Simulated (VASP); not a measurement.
# Ru (P6_3/mmc) in VASP: further runs

Runs on Ru. Level: PBE. Tasks: single point, relaxation of shape and atoms at fixed volume.

All numbers are computed with VASP 6.6.1; they aren't measurements. Logs are shortened: lines on timing, memory, paths and dates and some standing lists are left out, and cuts for length are marked.

## (1) The cell of the first run

Symmetry: P6_3/mmc, No. 194, hexagonal system. The conventional cell has a = 2.707 Å, b = 2.707 Å, c = 4.279 Å, α = 90.00°, β = 90.00°, γ = 120.00°. Within 3.5 Å of Ru (site symmetry -6m2) lie 12 Ru at 2.65 to 2.71 Å.

## (2) Single point, PBE

Contents of INCAR:

```
SYSTEM = Ru
ALGO = Normal
EDIFF = 1E-6
ENCUT = 520
GGA = PE
ISIF = 2
ISMEAR = 0
LASPH = .True.
LCHARG = .True.
LELF = .True.
LREAL = .False.
LVHAR = .True.
LWAVE = .False.
NBANDS = 21
NELM = 60
PREC = Accurate
SIGMA = 0.05
```

Contents of KPOINTS:

```
k-points
0
Gamma
  18 18 10
  0 0 0
```

Contents of POSCAR:

```
Ru
1.0
    2.7066898455      0.0000000000      0.0000000000
   -1.3533449227      2.3440621663      0.0000000000
    0.0000000000      0.0000000000      4.2790850467
Ru
2
Direct
    0.3333333333      0.6666666667      0.2500000000
    0.6666666667      0.3333333333      0.7500000000
```

Potentials or basis: VASP PAW PBE potentials, release 64 (Ru_pv).

On the command line:

```sh
$ cat potpaw_PBE.64/Ru_pv/POTCAR > POTCAR
$ mpirun -np 1 vasp_std > vasp.out
```

OUTCAR:

```text
SYSTEM = Ru
   EDIFF = 1E-6
   ENCUT = 520
   GGA = PE
   ISIF = 2
   ISMEAR = 0
   LASPH = .True.
   LREAL = .False.
   NELM = 60
   PREC = Accurate

 ion  position               nearest neighbor table
   1  0.333  0.667  0.250-   2 2.65   2 2.65   2 2.65   2 2.65   2 2.65   2 2.65
   2  0.667  0.333  0.750-   1 2.65   1 2.65   1 2.65   1 2.65   1 2.65   1 2.65

  LATTYP: Found a hexagonal cell.
 ALAT       =     2.7066898455
 C/A-ratio  =     1.5809292128

  Lattice vectors:

 A1 = (   2.7066898455,   0.0000000000,   0.0000000000)
 A2 = (  -1.3533449227,   2.3440621663,   0.0000000000)
 A3 = (   0.0000000000,   0.0000000000,   4.2790850467)

Analysis of symmetry for initial positions (statically):
=====================================================================
 Subroutine PRICEL returns:
 Original cell was already a primitive cell.

 Routine SETGRP: Setting up the symmetry group for a
 hexagonal supercell.

 Subroutine GETGRP returns: Found 24 space group operations
 (whereof 12 operations were pure point group operations)
 out of a pool of 24 trial point group operations.

The static configuration has the point symmetry D_3d.
 The point group associated with its full space group is D_6h.

Analysis of symmetry for dynamics (positions and initial velocities):
=====================================================================
 Subroutine PRICEL returns:
 Original cell was already a primitive cell.

 Routine SETGRP: Setting up the symmetry group for a
 hexagonal supercell.

 Subroutine GETGRP returns: Found 24 space group operations
 (whereof 12 operations were pure point group operations)
 out of a pool of 24 trial point group operations.

The dynamic configuration has the point symmetry D_3d.
 The point group associated with its full space group is D_6h.

 Subroutine INISYM returns: Found 24 space group operations
 (whereof 12 operations are pure point group operations),
 and found     1 'primitive' translations

----------------------------------------------------------------------------------------

                                     Primitive cell

  volume of cell :      27.1493

  direct lattice vectors                    reciprocal lattice vectors
     2.706689846  0.000000000  0.000000000     0.369454964  0.213304923  0.000000000
    -1.353344923  2.344062166  0.000000000     0.000000000  0.426609846  0.000000000
     0.000000000  0.000000000  4.279085047     0.000000000  0.000000000  0.233694818

  length of vectors
     2.706689846  2.706689845  4.279085047     0.426609846  0.426609846  0.233694818

  position of ions in fractional coordinates (direct lattice)
     0.333333333  0.666666667  0.250000000
     0.666666667  0.333333333  0.750000000

  ion indices of the primitive-cell ions
   primitive index   ion index
                 1           1
                 2           2

----------------------------------------------------------------------------------------

 KPOINTS: k-points

Automatic generation of k-mesh.
 Grid dimensions read from file:
 generate k-points for:   18   18   10

 Generating k-lattice:

  Cartesian coordinates                     Fractional coordinates (reciprocal lattice)
     0.020525276  0.011850274  0.000000000     0.055555556 -0.000000000  0.000000000
     0.000000000  0.023700547  0.000000000     0.000000000  0.055555556  0.000000000
     0.000000000  0.000000000  0.023369482     0.000000000  0.000000000  0.100000000

  Length of vectors
     0.023700547  0.023700547  0.023369482

  Shift w.r.t. Gamma in fractional coordinates (k-lattice)
     0.000000000  0.000000000  0.000000000

 Subroutine IBZKPT returns following result:
 ===========================================

 Found    222 irreducible k-points:

 Following reciprocal coordinates:
            Coordinates               Weight
  0.000000  0.000000  0.000000      1.000000
  0.055556  0.000000  0.000000      6.000000
  0.111111  0.000000  0.000000      6.000000
  0.166667  0.000000  0.000000      6.000000
  0.222222  0.000000  0.000000      6.000000
  0.277778  0.000000  0.000000      6.000000
[... 16 lines left out ...]
  0.333333  0.111111  0.000000     12.000000
  0.388889  0.111111  0.000000     12.000000
 [... further k-points ...]
   k-points           NKPTS =    222   k-points in BZ     NKDIM =    222   number of bands    NBANDS=     21
   number of dos      NEDOS =    301   number of ions     NIONS =      2
   total plane-waves  NPLWV =  12800
   dimension x,y,z NGX =    20 NGY =   20 NGZ =   32
   dimension x,y,z NGXF=    40 NGYF=   40 NGZF=   64
   ions per type =               2
   NGX,Y,Z   is equivalent  to a cutoff of  12.28, 12.28, 12.43 a.u.
   NGXF,Y,Z  is equivalent  to a cutoff of  24.57, 24.57, 24.86 a.u.
 SYSTEM =  Ru
   PREC   = accura    normal or accurate (medium, high low for compatibility)
   ISTART =      0    job   : 0-new  1-cont  2-samecut
   ICHARG =      2    charge: 1-file 2-atom 10-const
   ISPIN  =      1    spin polarized calculation?
   LNONCOLLINEAR =      F non collinear calculations
   LSORBIT =      F    spin-orbit coupling
   LASPH  =      T    aspherical Exc in radial PAW
   ENCUT  =  520.0 eV  38.22 Ry    6.18 a.u.   5.03  5.03  7.96*2*pi/ulx,y,z
   NELM   =     60;   NELMIN=  2; NELMDL= -5     # of ELM steps
   EDIFF  = 0.1E-05   stopping-criterion for ELM
   LREAL  =      F    real-space projection
   EDIFFG = 0.1E-04   stopping-criterion for IOM
   NSW    =      0    number of steps for IOM
   IBRION =     -1    ionic relax: 0-MD 1-quasi-New 2-CG
   NFREE  =      0    steps in history (QN), initial steepest desc. (CG)
   ISIF   =      2    stress and relaxation
   ISYM   =      2    0-nonsym 1-usesym 2-fastsym
   POTIM  = 0.5000    time-step for ionic-motion
   TEBEG  =    0.0;   TEEND  =   0.0 temperature during run
   PSTRESS=    0.0 pullay stress
   NELECT =      28.0000    total number of electrons
   NUPDOWN=      -1.0000    fix difference up-down
   EMIN   =  10.00;   EMAX   =-10.00  energy-range for DOS
   EFERMI =   0.00;   METHOD = LEGACY
   ISMEAR =     0;   SIGMA  =   0.05  broadening in eV -4-tet -1-fermi 0-gaus
   EFERMI_NEDOS =   21; number of points for ismear=-14 and -15
   IALGO  =     38    algorithm
   IMIX   =      4    mixing-type and parameters
     AMIX     =   0.40;   BMIX     =  1.00
     AMIX_MAG =   1.60;   BMIX_MAG =  1.00
  volume/ion in A,a.u.               =      13.57        91.61
  Fermi-wavevector in a.u.,A,eV,Ry     =   1.654022  3.125649 37.222674  2.735789
  Thomas-Fermi vector in A             =   2.742361
   LORBIT       =      0    0 simple, 1 ext, 2 COOP (PROOUT), +10 PAW based schemes
   GGA     = PE    functional components
   LHFCALC =     F    Hartree Fock is set to
   AEXX    =    0.0000 exact exchange contribution
   IVDW    =     0    specifies the selected vdW correction
   LEPSILON=     F    determine dielectric tensor
   LRPA    =     F    only Hartree local field effects (RPA)
 non-spin polarized calculation
 Gauss-broadening in eV      SIGMA  =   0.05
  energy-cutoff  :      520.00
  volume of cell :       27.15
 maximum number of plane-waves:       752
 NGX is ok and might be reduce to    20
   NGX =  9   NGY =  9   NGZ = 15

 number of electron      28.0000008 magnetization

 Free energy of the ion-electron system (eV)
  ---------------------------------------------------
  ext. energy  EPLUGINS =         0.00000000
  ---------------------------------------------------
  free energy    TOTEN  =       -18.46285870 eV

  energy without entropy =      -18.46029363  energy(sigma->0) =      -18.46157616

 E-fermi :  12.8324     XC(G=0): -14.1204

 val. band max:       12.8282651572   @ k =   0.1667   0.0000   0.4000
 cond. band min:      12.8356137477   @ k =   0.1667   0.1111   0.3000
 fundamental gap:      0.0073485905
 Fermi energy:        12.8323953935

 k-point     1 :       0.0000    0.0000    0.0000
  band No.  band energies     occupation
      1     -30.8055      2.00000
      2     -29.8712      2.00000
      3     -29.8712      2.00000
      4     -29.7001      2.00000
      5     -29.7001      2.00000
      6     -29.6591      2.00000
[... 13 lines left out ...]
     20      23.2680      0.00000
     21      23.3000      0.00000

 k-point     2 :       0.0556    0.0000    0.0000
  band No.  band energies     occupation
      1     -30.7950      2.00000
      2     -29.8937      2.00000
      3     -29.8788      2.00000
      4     -29.7236      2.00000
      5     -29.7032      2.00000
      6     -29.6640      2.00000
[... 13 lines left out ...]
     20      23.2679      0.00000
     21      23.2965      0.00000

 k-point     3 :       0.1111    0.0000    0.0000
  band No.  band energies     occupation
      1     -30.7639      2.00000
      2     -29.9584      2.00000
      3     -29.9005      2.00000
      4     -29.7907      2.00000
      5     -29.7122      2.00000
      6     -29.6787      2.00000
[... 13 lines left out ...]
     20      23.2679      0.00000
     21      23.2887      0.00000

 k-point     4 :       0.1667    0.0000    0.0000
  band No.  band energies     occupation
      1     -30.7142      2.00000
      2     -30.0576      2.00000
      3     -29.9327      2.00000
      4     -29.8917      2.00000
      5     -29.7268      2.00000
      6     -29.7034      2.00000
[... 13 lines left out ...]
     20      23.2679      0.00000
     21      23.2815      0.00000

 k-point     5 :       0.2222    0.0000    0.0000
  band No.  band energies     occupation
      1     -30.6490      2.00000
      2     -30.1793      2.00000
      3     -30.0125      2.00000
      4     -29.9711      2.00000
      5     -29.7457      2.00000
      6     -29.7378      2.00000
[... 13 lines left out ...]
     20      23.2679      0.00000
     21      23.2767      0.00000

 k-point     6 :       0.2778    0.0000    0.0000
  band No.  band energies     occupation
      1     -30.5726      2.00000
      2     -30.3088      2.00000
      3     -30.1379      2.00000
      4     -30.0109      2.00000
      5     -29.7813      2.00000
      6     -29.7666      2.00000
[... 13 lines left out ...]
     20      23.2678      0.00000
     21      23.2735      0.00000

 k-point     7 :       0.3333   -0.0000    0.0000
  band No.  band energies     occupation
      1     -30.4907      2.00000
      2     -30.4303      2.00000
      3     -30.2528      2.00000
      4     -30.0475      2.00000
      5     -29.8322      2.00000
      6     -29.7868      2.00000
[... 13 lines left out ...]
     20      23.2672      0.00000
     21      23.2691      0.00000
[... 291 lines left out ...]
      1     -30.6221      2.00000
      2     -30.1870      2.00000
      3     -30.1151      2.00000
      4     -29.9418      2.00000
      5     -29.7821      2.00000
      6     -29.7527      2.00000
[... 13 lines left out ...]
     20      23.2678      0.00000
     21      23.2764      0.00000

 k-point    21 :       0.2222    0.1111    0.0000
  band No.  band energies     occupation
      1     -30.5475      2.00000
      2     -30.3035      2.00000
      3     -30.2045      2.00000
      4     -30.0031      2.00000
      5     -29.8113      2.00000
      6     -29.7963      2.00000
[... 13 lines left out ...]
     20      23.2677      0.00000
     21      23.2744      0.00000

 k-point    22 :       0.2778    0.1111    0.0000
  band No.  band energies     occupation
      1     -30.4671      2.00000
      2     -30.4168      2.00000
      3     -30.2826      2.00000
      4     -30.0614      2.00000
      5     -29.8475      2.00000
      6     -29.8376      2.00000
[... 13 lines left out ...]
     20      23.2672      0.00000
     21      23.2698      0.00000

 k-point    23 :       0.3333    0.1111    0.0000
  band No.  band energies     occupation
      1     -30.5094      2.00000
      2     -30.3886      2.00000
      3     -30.3452      2.00000
      4     -30.1084      2.00000
      5     -29.9021      2.00000
      6     -29.8587      2.00000
[... 13 lines left out ...]
     20      23.2676      0.00000
     21      23.6733      0.00000

 k-point    24 :       0.3889    0.1111    0.0000
  band No.  band energies     occupation
      1     -30.5695      2.00000
      2     -30.3859      2.00000
      3     -30.3251      2.00000
      4     -30.1386      2.00000
      5     -29.9501      2.00000
      6     -29.8724      2.00000
[... 13 lines left out ...]
     20      23.2672      0.00000
     21      24.0190      0.00000

 [... further k-points ...]

------------------------ aborting loop because EDIFF is reached ----------------------------------------

  FORCE on cell =-STRESS in cart. coord.  units (eV):
  Direction    XX          YY          ZZ          XY          YZ          ZX
  --------------------------------------------------------------------------------------
  -------------------------------------------------------------------------------------
  Total        0.7316153      0.7316153      0.7560376      0.0000000      0.0000000      0.0000000
  in kB       43.1752480     43.1752480     44.6164952      0.0000000      0.0000000      0.0000000
  external PRESSURE =      43.6556637 kB  Pullay stress =       0.0000000 kB

 VOLUME and BASIS-vectors are now :
 -----------------------------------------------------------------------------
  energy-cutoff  :      520.00
  volume of cell :       27.15
      direct lattice vectors                 reciprocal lattice vectors
     2.706689846  0.000000000  0.000000000     0.369454964  0.213304923  0.000000000
    -1.353344923  2.344062166  0.000000000     0.000000000  0.426609846  0.000000000
     0.000000000  0.000000000  4.279085047     0.000000000  0.000000000  0.233694818

 POSITION                                       TOTAL-FORCE (eV/Angst)
 -----------------------------------------------------------------------------------
     -0.00000      1.56271      1.06977        -0.000000      0.000000      0.000000
      1.35334      0.78135      3.20931         0.000000     -0.000000      0.000000
 -----------------------------------------------------------------------------------
    total drift:                               -0.000000      0.000000     -0.000000

  FREE ENERGIE OF THE ION-ELECTRON SYSTEM (eV)
  ---------------------------------------------------
  free  energy   TOTEN  =       -18.4628586954 eV

  energy  without entropy=      -18.4602936252  energy(sigma->0) =      -18.46157616
```

Run time: 65 s. Hardware: 1 thread of Intel Xeon Platinum 8259CL at 2.50GHz (Skylake/Cascade Lake), shared host; peak memory 0.21 GiB.

Results:

```
Free energy            : -18.4629 eV
Pressure               : 4.4 GPa
Band gap on the k mesh : zero (bands 14 and 15 overlap by 3.13 eV)
```

Caveat: the cell stands under pressure.

## (3) Relaxation of shape and atoms at fixed volume, PBE

Contents of INCAR:

```
PREC = Accurate ; ENCUT = 600
EDIFF = 1E-7 ; ISMEAR = 0
SIGMA = 0.05 ; LREAL = False
LASPH = True ; NELM = 100
ALGO = Fast ; ISIF = 4
LWAVE = False ; LCHARG = False
GGA = PE ; IBRION = 2
NSW = 60 ; EDIFFG = -0.01
```

Contents of KPOINTS:

```
Automatic mesh
0
Gamma
  18 18 10
```

Contents of POSCAR:

```
Ru
1.0
    2.7058000000      0.0000000000      0.0000000000
   -1.3529000000      2.3432915376      0.0000000000
    0.0000000000      0.0000000000      4.2819000000
Ru
2
Direct
    0.3333333333      0.6666666667      0.2500000000
    0.6666666667      0.3333333333      0.7500000000
```

Potentials or basis: VASP PAW PBE potentials, release 64 (Ru_pv).

On the command line:

```sh
$ cat potpaw_PBE.64/Ru_pv/POTCAR > POTCAR
$ mpirun -np 1 vasp_std > vasp.out
```

Run time: 2.6 min. Hardware: 1 thread of Intel Xeon Platinum 8259CL at 2.50GHz (Skylake/Cascade Lake), shared host; peak memory 0.24 GiB.

The run converged. Its results:

- Free energy: -18.4632 eV
- Energy gained by relaxing: 0.0 meV/atom
- Ionic steps: 3
- Pressure after relaxing: 4.3 GPa
- Band gap on the k mesh: zero (bands 14 and 15 overlap by 3.13 eV)

Final structure:
```
Ru
1.0
     2.70639    0.00000    0.00000
    -1.35319    2.34380    0.00000
     0.00000    0.00000    4.28005
Ru
2
Cartesian
  0.0000 1.5625 1.0700
  1.3532 0.7813 3.2100
```

Levels at points of the mesh, in eV from the Fermi level:
```tsv
k point	band 11	band 12	band 13	band 14	band 15	band 16	band 17	band 18
(0.00, 0.00, 0.00)	-2.40	-1.90	-1.90	-1.38	-1.38	1.19	1.19	1.31
(0.50, 0.00, 0.00)	-2.06	-1.78	-1.50	1.44	1.85	1.93	4.08	6.14
(0.00, 0.00, 0.50)	-2.75	-2.75	-2.70	-2.70	0.56	0.56	0.56	0.56
(0.50, 0.00, 0.50)	-1.05	-1.05	0.46	0.46	1.69	1.69	3.41	3.41
```

(Part 1 of 2 ends here.)
